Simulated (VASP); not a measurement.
# W (Fmmm) in VASP: a series of runs

The runs below take W through single point, with PBE.

All numbers are computed with VASP 6.6.1; they aren't measurements. Logs are shortened: lines on timing, memory, paths and dates and some standing lists are left out, and cuts for length are marked.

## (1) The cell of the first run

Symmetry: Fmmm, No. 69, orthorhombic system. The conventional cell has a = 3.195 Å, b = 4.484 Å, c = 4.552 Å, α = 90.00°, β = 90.00°, γ = 90.00°. W (site symmetry mmm) has 14 W at 2.75 to 3.19 Å within 3.6 Å.

## (2) Single point, PBE (strain +0.0150 x Voigt [0, 0, 0, 0, 1, 0])

INCAR reads:

```
SYSTEM = W
PREC = Accurate ; ENCUT = 520
EDIFF = 1E-6 ; ISMEAR = 0
SIGMA = 0.15 ; LREAL = .False.
LASPH = .True. ; NELM = 60
ALGO = Fast ; ISIF = 2
LWAVE = .False. ; LCHARG = .False.
GGA = PE ; NBANDS = 13
```

KPOINTS reads:

```
Automatic mesh
0
Gamma
  20 20 20
  0 0 0
```

POSCAR reads:

```
W
1.0
   -1.5853202500      1.5973000000      1.5853202500
    1.6092797500     -1.5973000000      1.6092797500
    1.5853202500      1.5973000000     -1.5853202500
W
1
Direct
    0.0000000000      0.0000000000      0.0000000000
```

Potentials or basis: VASP PAW PBE potentials, release 64 (W_sv).

Command:

```console
$ cat potpaw_PBE.64/W_sv/POTCAR > POTCAR
$ mpirun -np 1 vasp_std > vasp.out
```

OUTCAR:

```text
SYSTEM = W
   PREC = Accurate
   ENCUT = 520
   EDIFF = 1E-6
   ISMEAR = 0
   LREAL = .False.
   LASPH = .True.
   NELM = 60
   ISIF = 2
   GGA = PE

 ion  position               nearest neighbor table
   1  0.000  0.000  0.000-

  LATTYP: Found a face centered orthorhombic cell.
 ALAT       =     3.1946000000
 B/A-ratio  =     1.4036069607
 C/A-ratio  =     1.4248201641

  Lattice vectors:

 A1 = (  -0.0239595000,   0.0000000000,  -3.1946000000)
 A2 = (  -1.6092797500,   1.5973000000,  -1.6092797500)
 A3 = (   1.5853202500,   1.5973000000,  -1.5853202500)

Analysis of symmetry for initial positions (statically):
=====================================================================
 Subroutine PRICEL returns:
 Original cell was already a primitive cell.

 Routine SETGRP: Setting up the symmetry group for a
 face centered orthorhombic supercell.

 Subroutine GETGRP returns: Found  8 space group operations
 (whereof  8 operations were pure point group operations)
 out of a pool of  8 trial point group operations.

The static configuration has the point symmetry D_2h.

Analysis of symmetry for dynamics (positions and initial velocities):
=====================================================================
 Subroutine PRICEL returns:
 Original cell was already a primitive cell.

 Routine SETGRP: Setting up the symmetry group for a
 face centered orthorhombic supercell.

 Subroutine GETGRP returns: Found  8 space group operations
 (whereof  8 operations were pure point group operations)
 out of a pool of  8 trial point group operations.

The dynamic configuration has the point symmetry D_2h.

 Subroutine INISYM returns: Found  8 space group operations
 (whereof  8 operations are pure point group operations),
 and found     1 'primitive' translations

----------------------------------------------------------------------------------------

                                     Primitive cell

  volume of cell :      16.3003

  direct lattice vectors                    reciprocal lattice vectors
    -1.585320250  1.597300000  1.585320250    -0.002347844  0.313028235  0.313045844
     1.609279750 -1.597300000  1.609279750     0.310698000  0.000000000  0.310698000
     1.585320250  1.597300000 -1.585320250     0.313045844  0.313028235 -0.002347844

  length of vectors
     2.752789109  2.780454984  2.752789109     0.442707453  0.439393326  0.442707453

  position of ions in fractional coordinates (direct lattice)
     0.000000000  0.000000000  0.000000000

  ion indices of the primitive-cell ions
   primitive index   ion index
                 1           1

----------------------------------------------------------------------------------------

 KPOINTS: Automatic mesh

Automatic generation of k-mesh.
 Grid dimensions read from file:
 generate k-points for:   20   20   20

 Generating k-lattice:

  Cartesian coordinates                     Fractional coordinates (reciprocal lattice)
    -0.000117392  0.015651412  0.015652292     0.050000000 -0.000000000  0.000000000
     0.015534900  0.000000000  0.015534900     0.000000000  0.050000000  0.000000000
     0.015652292  0.015651412 -0.000117392     0.000000000 -0.000000000  0.050000000

  Length of vectors
     0.022135373  0.021969666  0.022135373

  Shift w.r.t. Gamma in fractional coordinates (k-lattice)
     0.000000000  0.000000000  0.000000000

 Subroutine IBZKPT returns following result:
 ===========================================

 Found   1166 irreducible k-points:

 Following reciprocal coordinates:
            Coordinates               Weight
  0.000000  0.000000  0.000000      1.000000
  0.050000  0.000000  0.000000      8.000000
  0.100000 -0.000000 -0.000000      8.000000
  0.150000 -0.000000  0.000000      8.000000
  0.200000 -0.000000 -0.000000      8.000000
  0.250000 -0.000000  0.000000      8.000000
[... 16 lines left out ...]
 -0.450000  0.050000 -0.000000      8.000000
 -0.400000  0.050000  0.000000      8.000000
 [... further k-points ...]
   k-points           NKPTS =   1166   k-points in BZ     NKDIM =   1166   number of bands    NBANDS=     13
   number of dos      NEDOS =    301   number of ions     NIONS =      1
   total plane-waves  NPLWV =   9600
   dimension x,y,z NGX =    20 NGY =   24 NGZ =   20
   dimension x,y,z NGXF=    40 NGYF=   48 NGZF=   40
   ions per type =               1
   NGX,Y,Z   is equivalent  to a cutoff of  12.08, 14.35, 12.08 a.u.
   NGXF,Y,Z  is equivalent  to a cutoff of  24.16, 28.70, 24.16 a.u.
 SYSTEM =  W
   PREC   = accura    normal or accurate (medium, high low for compatibility)
   ISTART =      0    job   : 0-new  1-cont  2-samecut
   ICHARG =      2    charge: 1-file 2-atom 10-const
   ISPIN  =      1    spin polarized calculation?
   LNONCOLLINEAR =      F non collinear calculations
   LSORBIT =      F    spin-orbit coupling
   LASPH  =      T    aspherical Exc in radial PAW
   ENCUT  =  520.0 eV  38.22 Ry    6.18 a.u.   5.12  5.17  5.12*2*pi/ulx,y,z
   NELM   =     60;   NELMIN=  2; NELMDL= -5     # of ELM steps
   EDIFF  = 0.1E-05   stopping-criterion for ELM
   LREAL  =      F    real-space projection
   EDIFFG = 0.1E-04   stopping-criterion for IOM
   NSW    =      0    number of steps for IOM
   IBRION =     -1    ionic relax: 0-MD 1-quasi-New 2-CG
   NFREE  =      0    steps in history (QN), initial steepest desc. (CG)
   ISIF   =      2    stress and relaxation
   ISYM   =      2    0-nonsym 1-usesym 2-fastsym
   POTIM  = 0.5000    time-step for ionic-motion
   TEBEG  =    0.0;   TEEND  =   0.0 temperature during run
   PSTRESS=    0.0 pullay stress
   NELECT =      14.0000    total number of electrons
   NUPDOWN=      -1.0000    fix difference up-down
   EMIN   =  10.00;   EMAX   =-10.00  energy-range for DOS
   EFERMI =   0.00;   METHOD = LEGACY
   ISMEAR =     0;   SIGMA  =   0.15  broadening in eV -4-tet -1-fermi 0-gaus
   EFERMI_NEDOS =   21; number of points for ismear=-14 and -15
   IALGO  =     68    algorithm
   IMIX   =      4    mixing-type and parameters
     AMIX     =   0.40;   BMIX     =  1.00
     AMIX_MAG =   1.60;   BMIX_MAG =  1.00
  volume/ion in A,a.u.               =      16.30       110.00
  Fermi-wavevector in a.u.,A,eV,Ry     =   1.556154  2.940704 32.948064  2.421614
  Thomas-Fermi vector in A             =   2.659991
   LORBIT       =      0    0 simple, 1 ext, 2 COOP (PROOUT), +10 PAW based schemes
   GGA     = PE    functional components
   LHFCALC =     F    Hartree Fock is set to
   AEXX    =    0.0000 exact exchange contribution
   IVDW    =     0    specifies the selected vdW correction
   LEPSILON=     F    determine dielectric tensor
   LRPA    =     F    only Hartree local field effects (RPA)
 non-spin polarized calculation
 RMM-DIIS sequential band-by-band and
 Gauss-broadening in eV      SIGMA  =   0.15
  energy-cutoff  :      520.00
  volume of cell :       16.30
 maximum number of plane-waves:       458
   NGX = 11   NGY = 11   NGZ = 11

 number of electron      14.0000001 magnetization

 Free energy of the ion-electron system (eV)
  ---------------------------------------------------
  ext. energy  EPLUGINS =         0.00000000
  ---------------------------------------------------
  free energy    TOTEN  =       -12.95770992 eV

  energy without entropy =      -12.95396670  energy(sigma->0) =      -12.95583831

 E-fermi :  11.0852     XC(G=0): -13.4837

 val. band max:       11.0641818237   @ k =  -0.0500   0.5000   0.0500
 cond. band min:      11.0971304900   @ k =   0.2500  -0.2000   0.1000
 fundamental gap:      0.0329486663
 Fermi energy:        11.0852396234

 k-point     1 :       0.0000    0.0000    0.0000
  band No.  band energies     occupation
      1     -63.1813      2.00000
      2     -26.8044      2.00000
      3     -26.7814      2.00000
      4     -26.7597      2.00000
      5       1.5622      2.00000
      6       9.7296      2.00000
      7       9.8515      2.00000
      8       9.9874      2.00000
      9      13.2388      0.00000
     10      13.2466      0.00000
     11      25.3613      0.00000
     12      25.4984      0.00000
     13      25.6340      0.00000

 k-point     2 :       0.0500    0.0000    0.0000
  band No.  band energies     occupation
      1     -63.1785      2.00000
      2     -26.8221      2.00000
      3     -26.7960      2.00000
      4     -26.7683      2.00000
      5       1.6798      2.00000
      6       9.7105      2.00000
      7       9.8610      2.00000
      8      10.0232      2.00000
      9      13.1251      0.00000
     10      13.2451      0.00000
     11      25.5267      0.00000
     12      25.6989      0.00000
     13      25.8547      0.00000

 k-point     3 :       0.1000   -0.0000   -0.0000
  band No.  band energies     occupation
      1     -63.1701      2.00000
      2     -26.9037      2.00000
      3     -26.8242      2.00000
      4     -26.7761      2.00000
      5       2.0225      2.00000
      6       9.5566      2.00000
      7       9.7932      2.00000
      8      10.3163      2.00000
      9      12.8593      0.00000
     10      13.2509      0.00000
     11      25.8330      0.00000
     12      26.2874      0.00000
     13      26.5586      0.00000

 k-point     4 :       0.1500   -0.0000    0.0000
  band No.  band energies     occupation
      1     -63.1570      2.00000
      2     -27.0391      2.00000
      3     -26.8664      2.00000
      4     -26.7795      2.00000
      5       2.5583      2.00000
      6       9.2801      2.00000
      7       9.6373      2.00000
      8      10.8559      1.96937
      9      12.6192      0.00000
     10      13.2743      0.00000
     11      26.1233      0.00000
     12      27.2176      0.00000
     13      27.4449      0.00000

 k-point     5 :       0.2000   -0.0000   -0.0000
  band No.  band energies     occupation
      1     -63.1406      2.00000
      2     -27.2078      2.00000
      3     -26.9200      2.00000
      4     -26.7813      2.00000
      5       3.2265      2.00000
      6       8.9430      2.00000
      7       9.4148      2.00000
      8      11.5989      0.00000
      9      12.5395      0.00000
     10      13.3289      0.00000
     11      26.1368      0.00000
     12      27.8535      0.00000
     13      28.4486      0.00000
[... 257 lines left out ...]
 k-point    22 :       0.5000    0.0500    0.0000
  band No.  band energies     occupation
      1     -63.0627      2.00000
      2     -27.9421      2.00000
      3     -27.1732      2.00000
      4     -26.7965      2.00000
      5       5.0349      2.00000
      6       7.6347      2.00000
      7      11.3078      0.03588
      8      13.1021      0.00000
      9      14.1658      0.00000
     10      16.9923      0.00000
     11      21.6495      0.00000
     12      22.6708      0.00000
     13      27.5135      0.00000

 k-point    23 :      -0.4500    0.0500   -0.0000
  band No.  band energies     occupation
      1     -63.0683      2.00000
      2     -27.8926      2.00000
      3     -27.1539      2.00000
      4     -26.7959      2.00000
      5       5.0455      2.00000
      6       7.7198      2.00000
      7      10.7189      1.99945
      8      13.1575      0.00000
      9      14.0362      0.00000
     10      16.3894      0.00000
     11      22.3303      0.00000
     12      23.0459      0.00000
     13      28.3347      0.00000

 k-point    24 :      -0.4000    0.0500    0.0000
  band No.  band energies     occupation
      1     -63.0790      2.00000
      2     -27.7954      2.00000
      3     -27.1178      2.00000
      4     -26.7950      2.00000
      5       5.0042      2.00000
      6       7.8868      2.00000
      7       9.9606      2.00000
      8      13.0716      0.00000
      9      13.8679      0.00000
     10      15.4061      0.00000
     11      23.3449      0.00000
     12      23.8787      0.00000
     13      29.7416      0.00000

 [... further k-points ...]

------------------------ aborting loop because EDIFF is reached ----------------------------------------

  FORCE on cell =-STRESS in cart. coord.  units (eV):
  Direction    XX          YY          ZZ          XY          YZ          ZX
  --------------------------------------------------------------------------------------
  -------------------------------------------------------------------------------------
  Total       -0.2675850     -0.2647993     -0.2675850      0.0000000     -0.0000000     -0.2230447
  in kB      -26.3013054    -26.0274985    -26.3013054      0.0000000     -0.0000000    -21.9233756
  external PRESSURE =     -26.2100365 kB  Pullay stress =       0.0000000 kB

 VOLUME and BASIS-vectors are now :
 -----------------------------------------------------------------------------
  energy-cutoff  :      520.00
  volume of cell :       16.30
      direct lattice vectors                 reciprocal lattice vectors
    -1.585320250  1.597300000  1.585320250    -0.002347844  0.313028235  0.313045844
     1.609279750 -1.597300000  1.609279750     0.310698000  0.000000000  0.310698000
     1.585320250  1.597300000 -1.585320250     0.313045844  0.313028235 -0.002347844

 POSITION                                       TOTAL-FORCE (eV/Angst)
 -----------------------------------------------------------------------------------
      0.00000      0.00000      0.00000         0.000000      0.000000      0.000000
 -----------------------------------------------------------------------------------
    total drift:                               -0.000000     -0.000000      0.000000

  FREE ENERGIE OF THE ION-ELECTRON SYSTEM (eV)
  ---------------------------------------------------
  free  energy   TOTEN  =       -12.9577099183 eV

  energy  without entropy=      -12.9539667039  energy(sigma->0) =      -12.95583831
```

Run time: 3.2 min. Hardware: 1 thread of AMD EPYC 7R13 (Zen 3), shared host; peak memory 0.29 GiB.

What came out:

```
Free energy            : -12.9577 eV
Pressure               : -2.6 GPa
Band gap on the k mesh : zero (band 7 reaches 15.85 eV, above the bottom of band 8 at 9.91 eV)
```

Levels at points of the mesh, in eV from the Fermi level:
```csv
k point,band 3,band 4,band 5,band 6,band 7,band 8,band 9,band 10,band 11,band 12
"(0.00, 0.00, 0.00)",-37.87,-37.84,-9.52,-1.36,-1.23,-1.10,2.15,2.16,14.28,14.41
"(0.50, 0.00, 0.00)",-38.25,-37.87,-6.14,-3.48,0.54,2.03,2.97,5.85,10.60,11.37
"(0.00, 0.50, 0.00)",-38.23,-37.86,-6.16,-3.52,0.42,2.13,3.09,5.76,10.39,11.49
"(0.50, 0.00, 0.50)",-38.28,-37.89,-6.12,-3.44,0.67,1.94,2.85,5.96,10.79,11.26
"(0.50, 0.50, 0.50)",-38.69,-38.67,-5.66,-5.65,4.76,4.92,5.09,7.90,7.98,8.07
```

Caveat: the cell differs from its parent crystal (strain +0.0150 x Voigt [0, 0, 0, 0, 1, 0]); spin-orbit coupling is left out, which moves the levels of the heavy elements.

## (3) Single point, PBE (strain +0.0525 x Voigt [0, 0, 0, 0, 1, 0])

INCAR reads:

```
PREC = Accurate
ENCUT = 520
EDIFF = 1E-6
ISMEAR = 0
SIGMA = 0.15
LREAL = F
LASPH = T
NELM = 100
ALGO = Fast
ISIF = 2
LWAVE = F
LCHARG = T
GGA = PE
LELF = T
LVHAR = T
NBANDS = 13
```

KPOINTS reads:

```
regular mesh
0
Gamma
  20 20 20
```

POSCAR reads:

```
W
1.0
   -1.5553708750      1.5973000000      1.5553708750
    1.6392291250     -1.5973000000      1.6392291250
    1.5553708750      1.5973000000     -1.5553708750
W
1
Direct
    0.0000000000      0.0000000000      0.0000000000
```

Potentials or basis: VASP PAW PBE potentials, release 64 (W_sv).

Command:

```console
$ cat potpaw_PBE.64/W_sv/POTCAR > POTCAR
$ mpirun -np 1 vasp_std > vasp.out
```

Run time: 3.2 min. Hardware: 1 thread of AMD EPYC 7R13 (Zen 3), shared host; peak memory 0.29 GiB.

The run converged. Its results:

```
Free energy            : -12.9392 eV
Pressure               : -2.0 GPa
Band gap on the k mesh : zero (band 7 reaches 15.49 eV, above the bottom of band 8 at 10.00 eV)
```

Stress tensor (GPa, compression positive):
```
-2.06  0.00 -7.56
 0.00 -1.73  0.00
-7.56  0.00 -2.06
```

Levels at points of the mesh, in eV from the Fermi level:
| k point | band 5 | band 6 | band 7 | band 8 | band 9 | band 10 |
| --- | --- | --- | --- | --- | --- | --- |
| (0.00, 0.00, 0.00) | -9.52 | -1.67 | -1.30 | -0.77 | 2.18 | 2.27 |
| (0.50, 0.00, 0.00) | -6.13 | -3.49 | 0.56 | 2.06 | 2.98 | 5.81 |
| (0.00, 0.50, 0.00) | -6.20 | -3.62 | 0.14 | 2.41 | 3.38 | 5.55 |
| (0.50, 0.00, 0.50) | -6.09 | -3.35 | 1.00 | 1.73 | 2.55 | 6.25 |
| (0.50, 0.50, 0.50) | -5.67 | -5.64 | 4.37 | 4.89 | 5.51 | 7.73 |

Caveat: the cell differs from its parent crystal (strain +0.0525 x Voigt [0, 0, 0, 0, 1, 0]); spin-orbit coupling is left out, which moves the levels of the heavy elements.
